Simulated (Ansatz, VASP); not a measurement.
# One calculation of Ni, two programs

```
Ni
1.0
     0.00000    1.75725    1.75725
     1.75725    0.00000    1.75725
     1.75725    1.75725    0.00000
Ni
1
Direct
  0.00000 0.00000 0.00000
```

Alike in both runs: task single point; functional PBE; k mesh 5 × 5 × 5; occupations fermi-dirac, width 0.1 eV; no spin polarisation.

|  | VASP | Ansatz |
| --- | --- | --- |
| version | VASP 6.6.1 | Ansatz 0.2.0 |
| potentials or method | VASP PAW PBE potentials, release 64 (Ni), cutoff 600 eV | plane waves (420 eV) with PAW, scalar-relativistic |
| valence electrons in the cell | 10 | 18 |

Ansatz gave:

| Item | Value |
| --- | --- |
| pressure (GPa) | 2.6 |

Q: Estimate VASP's values.

A: Pressure (GPa): 2.4.

VASP's potentials hold 10 valence electrons a cell and Ansatz's 18, so a difference there can come from the potentials and not from the codes.

The k mesh is coarse, so the values compare programs but aren't converged.
